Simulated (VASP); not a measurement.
# MgZn2Te3 (P1) in VASP: relaxation of cell and atoms with PBE

Aim: the relaxation of cell and atoms of MgZn2Te3 with PBE.

Program: VASP 6.6.1. These are calculated values, not measurements. Logs are shortened: lines on timing, memory, paths and dates and some standing lists are left out, and cuts for length are marked.

### 1 The cell of the first run

The typed cell holds 12 atoms: a = 4.278 Å, b = 7.664 Å, c = 11.212 Å, α = 89.84°, β = 88.11°, γ = 91.20°.

### 2 Relaxation of cell and atoms, PBE

Input file INCAR:

```
  ALGO = Normal
  EDIFF = 1E-6
  EDIFFG = -0.025
  ENCUT = 600
  GGA = PE
  IBRION = 2
  ISIF = 3
  ISMEAR = 0
  LASPH = True
  LCHARG = False
  LREAL = False
  LWAVE = False
  NELM = 100
  NSW = 80
  PREC = Accurate
  SIGMA = 0.1
```

Input file KPOINTS:

```
k-points
0
Gamma
  4 2 2
```

Input file POSCAR:

```
MgZn2Te3
1.0
    4.2772903257     -0.0457726060      0.0728205068
   -0.0792804792      7.6630940256      0.0115719353
    0.1794553383      0.0164644813     11.2101796076
Mg Zn Te
2 4 6
Direct
    1.0063243886      0.3271249460      0.3425323932
    0.5005617008      0.8213749226      0.3219895081
   -0.0506225596     -0.0058062962      0.9705278977
    0.5394713915      0.4886866327      1.0153267813
    0.4816074217      0.1183631599      0.6554695470
    0.9552868971      0.6691478219      0.6648936433
    0.0552929207      0.0110820198      0.2509400230
    0.4797585985      0.5073515506      0.2287703407
    0.4925136130      0.1745060652      0.9179164694
    0.9677046169      0.6710138697      0.9079511887
    1.0319479119      0.3659222997      0.6357488350
    0.5401530987      0.8512330079      0.5879333726
```

Potentials or basis: VASP PAW PBE potentials, release 64 (Mg, Zn, Te).

On the command line:

```bash
$ cat potpaw_PBE.64/Mg/POTCAR potpaw_PBE.64/Zn/POTCAR potpaw_PBE.64/Te/POTCAR > POTCAR
$ mpirun -np 1 vasp_std > vasp.out
```

OUTCAR:

```text
EDIFF = 1E-6
   EDIFFG = -0.025
   ENCUT = 600
   GGA = PE
   IBRION = 2
   ISIF = 3
   ISMEAR = 0
   LASPH = True
   LREAL = False
   NELM = 100
   NSW = 80
   PREC = Accurate

 ion  position               nearest neighbor table
   1  0.006  0.327  0.343-   7 2.64   8 2.71   8 2.99  11 3.31
   2  0.501  0.821  0.322-   7 2.57   8 2.63   7 2.85  12 3.00
   3  0.949  0.994  0.971-   9 2.50  10 2.58   9 2.73   7 3.19
   4  0.539  0.489  0.015-   8 2.40  10 2.55   9 2.65  10 3.12
   5  0.482  0.118  0.655-  12 2.20  11 2.74   9 2.98  11 2.99
   6  0.955  0.669  0.665-  11 2.38  12 2.46  10 2.73  12 2.94
   7  0.055  0.011  0.251-   2 2.57   1 2.64   2 2.85   3 3.19
   8  0.480  0.507  0.229-   4 2.40   2 2.63   1 2.71   1 2.99
   9  0.493  0.175  0.918-   3 2.50   4 2.65   3 2.73   5 2.98
  10  0.968  0.671  0.908-   4 2.55   3 2.58   6 2.73   4 3.12
  11  0.032  0.366  0.636-   6 2.38   5 2.74   5 2.99   1 3.31
  12  0.540  0.851  0.588-   5 2.20   6 2.46   6 2.94   2 3.00

  LATTYP: Found a triclinic cell.
 ALAT       =     8.6979304645
 B/A-ratio  =     2.1861968256
 C/A-ratio  =     0.4918589601
 COS(alpha) =     0.0025213582
 COS(beta)  =     0.4733423661
 COS(gamma) =     0.7128751093

  Lattice vectors:

 A1 = (   4.1980098465,   7.6173214196,   0.0843924421)
 A2 = (   0.0208943799,  15.3426525325,  11.2333234782)
 A3 = (   4.2772903257,  -0.0457726060,   0.0728205068)

Analysis of symmetry for initial positions (statically):
=====================================================================
 Subroutine PRICEL returns:
 Original cell was already a primitive cell.

 Routine SETGRP: Setting up the symmetry group for a
 triclinic supercell.

 Subroutine GETGRP returns: Found  1 space group operations
 (whereof  1 operations were pure point group operations)
 out of a pool of  2 trial point group operations.

The static configuration has the point symmetry C_1 .

Analysis of symmetry for dynamics (positions and initial velocities):
=====================================================================
 Subroutine PRICEL returns:
 Original cell was already a primitive cell.

 Routine SETGRP: Setting up the symmetry group for a
 triclinic supercell.

 Subroutine GETGRP returns: Found  1 space group operations
 (whereof  1 operations were pure point group operations)
 out of a pool of  2 trial point group operations.

The dynamic configuration has the point symmetry C_1 .

 Subroutine INISYM returns: Found  1 space group operations
 (whereof  1 operations are pure point group operations),
 and found     1 'primitive' translations

----------------------------------------------------------------------------------------

                                     Primitive cell

  volume of cell :     367.2973

  direct lattice vectors                    reciprocal lattice vectors
     4.277290326 -0.045772606  0.072820507     0.233882632  0.002425351 -0.003747613
    -0.079280479  7.663094026  0.011571935     0.001400277  0.130510403 -0.000214098
     0.179455338  0.016464481 11.210179608    -0.001520730 -0.000150477  0.089229202

  length of vectors
     4.278155033  7.663512860 11.211627988     0.233925228  0.130518091  0.089242287

  position of ions in fractional coordinates (direct lattice)
     0.006324389  0.327124946  0.342532393
     0.500561701  0.821374923  0.321989508
     0.949377440  0.994193704  0.970527898
     0.539471392  0.488686633  0.015326781
     0.481607422  0.118363160  0.655469547
     0.955286897  0.669147822  0.664893643
     0.055292921  0.011082020  0.250940023
     0.479758598  0.507351551  0.228770341
     0.492513613  0.174506065  0.917916469
     0.967704617  0.671013870  0.907951189
     0.031947912  0.365922300  0.635748835
     0.540153099  0.851233008  0.587933373

  ion indices of the primitive-cell ions
   primitive index   ion index
                 1           1
                 2           2
                 3           3
                 4           4
                 5           5
                 6           6
                 7           7
                 8           8
                 9           9
                10          10
                11          11
                12          12

----------------------------------------------------------------------------------------

 KPOINTS: k-points

Automatic generation of k-mesh.
 Grid dimensions read from file:
 generate k-points for:    4    2    2

 Generating k-lattice:

  Cartesian coordinates                     Fractional coordinates (reciprocal lattice)
     0.058470658  0.000606338 -0.000936903     0.250000000 -0.000000000  0.000000000
     0.000700139  0.065255202 -0.000107049    -0.000000000  0.500000000  0.000000000
    -0.000760365 -0.000075238  0.044614601    -0.000000000  0.000000000  0.500000000

  Length of vectors
     0.058481307  0.065259045  0.044621143

  Shift w.r.t. Gamma in fractional coordinates (k-lattice)
     0.000000000  0.000000000  0.000000000

 Subroutine IBZKPT returns following result:
 ===========================================

 Found     12 irreducible k-points:

 Following reciprocal coordinates:
            Coordinates               Weight
  0.000000  0.000000  0.000000      1.000000
  0.250000 -0.000000  0.000000      2.000000
  0.500000 -0.000000  0.000000      1.000000
 -0.000000  0.500000 -0.000000      1.000000
  0.250000  0.500000  0.000000      2.000000
  0.500000  0.500000  0.000000      1.000000
 -0.000000  0.000000  0.500000      1.000000
  0.250000  0.000000  0.500000      2.000000
  0.500000 -0.000000  0.500000      1.000000
 -0.000000  0.500000  0.500000      1.000000
  0.250000  0.500000  0.500000      2.000000
  0.500000  0.500000  0.500000      1.000000
   k-points           NKPTS =     12   k-points in BZ     NKDIM =     12   number of bands    NBANDS=     52
   number of dos      NEDOS =    301   number of ions     NIONS =     12
   total plane-waves  NPLWV = 207360
   dimension x,y,z NGX =    36 NGY =   64 NGZ =   90
   dimension x,y,z NGXF=    72 NGYF=  128 NGZF=  180
   ions per type =               2   4   6
   NGX,Y,Z   is equivalent  to a cutoff of  13.99, 13.88, 13.35 a.u.
   NGXF,Y,Z  is equivalent  to a cutoff of  27.98, 27.77, 26.69 a.u.
 SYSTEM =  unknown system
   PREC   = accura    normal or accurate (medium, high low for compatibility)
   ISTART =      0    job   : 0-new  1-cont  2-samecut
   ICHARG =      2    charge: 1-file 2-atom 10-const
   ISPIN  =      1    spin polarized calculation?
   LNONCOLLINEAR =      F non collinear calculations
   LSORBIT =      F    spin-orbit coupling
   LASPH  =      T    aspherical Exc in radial PAW
   ENCUT  =  600.0 eV  44.10 Ry    6.64 a.u.   8.54 15.31 22.39*2*pi/ulx,y,z
   NELM   =    100;   NELMIN=  2; NELMDL= -5     # of ELM steps
   EDIFF  = 0.1E-05   stopping-criterion for ELM
   LREAL  =      F    real-space projection
   EDIFFG = -.3E-01   stopping-criterion for IOM
   NSW    =     80    number of steps for IOM
   IBRION =      2    ionic relax: 0-MD 1-quasi-New 2-CG
   NFREE  =      1    steps in history (QN), initial steepest desc. (CG)
   ISIF   =      3    stress and relaxation
   ISYM   =      2    0-nonsym 1-usesym 2-fastsym
   POTIM  = 0.5000    time-step for ionic-motion
   TEBEG  =    0.0;   TEEND  =   0.0 temperature during run
   PSTRESS=    0.0 pullay stress
   NELECT =      88.0000    total number of electrons
   NUPDOWN=      -1.0000    fix difference up-down
   EMIN   =  10.00;   EMAX   =-10.00  energy-range for DOS
   EFERMI =   0.00;   METHOD = LEGACY
   ISMEAR =     0;   SIGMA  =   0.10  broadening in eV -4-tet -1-fermi 0-gaus
   EFERMI_NEDOS =   21; number of points for ismear=-14 and -15
   IALGO  =     38    algorithm
   IMIX   =      4    mixing-type and parameters
     AMIX     =   0.40;   BMIX     =  1.00
     AMIX_MAG =   1.60;   BMIX_MAG =  1.00
  volume/ion in A,a.u.               =      30.61       206.55
  Fermi-wavevector in a.u.,A,eV,Ry     =   1.016787  1.921448 14.066450  1.033855
  Thomas-Fermi vector in A             =   2.150150
   LORBIT       =      0    0 simple, 1 ext, 2 COOP (PROOUT), +10 PAW based schemes
   GGA     = PE    functional components
   LHFCALC =     F    Hartree Fock is set to
   AEXX    =    0.0000 exact exchange contribution
   IVDW    =     0    specifies the selected vdW correction
   LEPSILON=     F    determine dielectric tensor
   LRPA    =     F    only Hartree local field effects (RPA)
 conjugate gradient relaxation of ions
 non-spin polarized calculation
 Gauss-broadening in eV      SIGMA  =   0.10
  energy-cutoff  :      600.00
  volume of cell :      367.30
 maximum number of plane-waves:     12292
 NGX is ok and might be reduce to    36
   NGX = 17   NGY = 31   NGZ = 45

--------------------------------------- Ionic step        1  -------------------------------------------

 number of electron      88.0000010 magnetization

 Free energy of the ion-electron system (eV)
  ---------------------------------------------------
  ext. energy  EPLUGINS =         0.00000000
  ---------------------------------------------------
  free energy    TOTEN  =       -30.13540928 eV

  energy without entropy =      -30.13540928  energy(sigma->0) =      -30.13540928

------------------------ aborting loop because EDIFF is reached ----------------------------------------

  FORCE on cell =-STRESS in cart. coord.  units (eV):
  Direction    XX          YY          ZZ          XY          YZ          ZX
  --------------------------------------------------------------------------------------
  -------------------------------------------------------------------------------------
  Total        7.0419671     17.7980767      2.2226015     -3.3521746      3.5647640     -0.9635836
  in kB       30.7175647     77.6364852      9.6951468    -14.6224259     15.5497558     -4.2032208
  external PRESSURE =      39.3497323 kB  Pullay stress =       0.0000000 kB
[... 119 lines left out ...]
  FREE ENERGIE OF THE ION-ELECTRON SYSTEM (eV)
  ---------------------------------------------------
  free  energy   TOTEN  =       -31.8953785603 eV

  energy  without entropy=      -31.8953772466  energy(sigma->0) =      -31.89537790

[... ionic steps 4 to 19 ...]

--------------------------------------- Ionic step       20  -------------------------------------------

 number of electron      87.9999986 magnetization

------------------------ aborting loop because EDIFF is reached ----------------------------------------

  FORCE on cell =-STRESS in cart. coord.  units (eV):
  Direction    XX          YY          ZZ          XY          YZ          ZX
  --------------------------------------------------------------------------------------
  -------------------------------------------------------------------------------------
  Total        0.1960619      0.1801614      0.2022884      0.0079052      0.0334784      0.0416205
  in kB        0.8416664      0.7734078      0.8683956      0.0339357      0.1437182      0.1786711
  external PRESSURE =       0.8278233 kB  Pullay stress =       0.0000000 kB
[... 77 lines left out ...]
  energy  without entropy=      -33.2869879180  energy(sigma->0) =      -33.28698792

--------------------------------------- Ionic step       22  -------------------------------------------

 number of electron      87.9999988 magnetization

 Free energy of the ion-electron system (eV)
  ---------------------------------------------------
  ext. energy  EPLUGINS =         0.00000000
  ---------------------------------------------------
  free energy    TOTEN  =       -33.28718838 eV

  energy without entropy =      -33.28718838  energy(sigma->0) =      -33.28718838

 E-fermi :   2.8918     XC(G=0):  -8.4045

 val. band max:        2.4596418718   @ k =   0.0000   0.0000   0.0000
 cond. band min:       3.6552067953   @ k =   0.0000   0.0000   0.0000
 fundamental gap:      1.1955649235
 Fermi energy:         2.8918038865

 k-point     1 :       0.0000    0.0000    0.0000
  band No.  band energies     occupation
      1      -8.6573      2.00000
      2      -8.1669      2.00000
      3      -7.9592      2.00000
      4      -7.9488      2.00000
      5      -7.7736      2.00000
      6      -7.5348      2.00000
[... 688 lines left out ...]
  FREE ENERGIE OF THE ION-ELECTRON SYSTEM (eV)
  ---------------------------------------------------
  free  energy   TOTEN  =       -33.2871883786 eV

  energy  without entropy=      -33.2871883785  energy(sigma->0) =      -33.28718838

 reached required accuracy - stopping structural energy minimisation
```

Wall time 42 min (1 thread of Intel Xeon 6975P-C (Granite Rapids), shared host); peak memory 0.72 GiB.

Results:

```
Free energy                           : -33.2872 eV
Relaxed volume                        : 31.17 Å³/atom
Relaxed cell                          : a = 4.461 Å, b = 7.670 Å, c = 10.929 Å, α = 89.79°, β = 90.03°, γ = 90.03°
Space group after relaxing (to 0.1 Å) : P3m1 (No. 156)
Energy gained by relaxing             : 262.6 meV/atom
Ionic steps                           : 22
Pressure after relaxing               : 0.0 GPa
Largest force after relaxing          : 0.020 eV/Å
Band gap on the k mesh                : 1.20 eV
```

Forces in eV/Å, atoms in the order of the input:
```
Mg  -0.006  0.001  0.004
Mg  -0.019  0.004 -0.004
Zn   0.011 -0.001 -0.006
Zn   0.002  0.007  0.010
Zn  -0.001 -0.001 -0.002
Zn   0.000  0.002 -0.005
Te  -0.010 -0.001 -0.005
Te   0.010 -0.004  0.006
Te   0.011  0.005  0.002
Te   0.003 -0.001 -0.003
Te   0.002 -0.005  0.004
Te  -0.001 -0.004 -0.003
```

Step by step:
| step | energy change (eV) | largest force (eV/Å) | pressure (GPa) | volume (Å³) |
| --- | --- | --- | --- | --- |
| 1 | 0.0000 | 5.7287 | 3.93 | 367.30 |
| 2 | -1.7237 | 1.4321 | -2.17 | 408.19 |
| 3 | -1.7600 | 1.5554 | -1.43 | 398.83 |
| 4 | -2.3408 | 1.3418 | -0.81 | 387.13 |
| 5 | -2.6854 | 0.8823 | 0.86 | 369.30 |
| 6 | -2.9648 | 0.5463 | 0.23 | 372.43 |
| 7 | -2.9887 | 0.5730 | 0.07 | 373.62 |
| 8 | -3.0629 | 0.3039 | -0.11 | 374.73 |
| 9 | -3.0803 | 0.2779 | -0.20 | 375.53 |
| 10 | -3.1029 | 0.2034 | 0.11 | 372.56 |
| 11 | -3.1040 | 0.1854 | 0.20 | 371.76 |
| 12 | -3.1175 | 0.1228 | -0.01 | 373.83 |
| 13 | -3.1237 | 0.1462 | -0.27 | 376.49 |
| 14 | -3.1334 | 0.1113 | -0.09 | 374.71 |
| 15 | -3.1361 | 0.1075 | 0.08 | 373.17 |
| 16 | -3.1422 | 0.0840 | 0.07 | 373.34 |
| 17 | -3.1488 | 0.0711 | 0.04 | 373.75 |
| 18 | -3.1509 | 0.0351 | -0.05 | 374.60 |
| 19 | -3.1510 | 0.0363 | -0.09 | 374.84 |
| 20 | -3.1513 | 0.0315 | 0.08 | 373.22 |
| 21 | -3.1516 | 0.0308 | 0.01 | 373.87 |
| 22 | -3.1518 | 0.0198 | 0.00 | 374.00 |

Final structure:
```
Mg Zn Te
1.0
     4.46150    0.00192   -0.00204
    -0.00703    7.67042    0.01336
    -0.00026    0.02084   10.92895
Mg Zn Te
2 4 6
Direct
  0.00032 0.33442 0.33419
  0.50704 0.83353 0.33480
  0.99588 0.99935 0.99539
  0.49785 0.49872 0.99400
  0.49938 0.16715 0.67180
  0.99962 0.66704 0.67231
  0.00619 0.00003 0.24032
  0.50011 0.50016 0.23923
  0.49645 0.16560 0.91640
  0.99789 0.66619 0.91667
  0.99929 0.33405 0.59225
  0.49997 0.83376 0.59265
```

Caveat: spin-orbit coupling is left out, which moves the levels of the heavy elements.
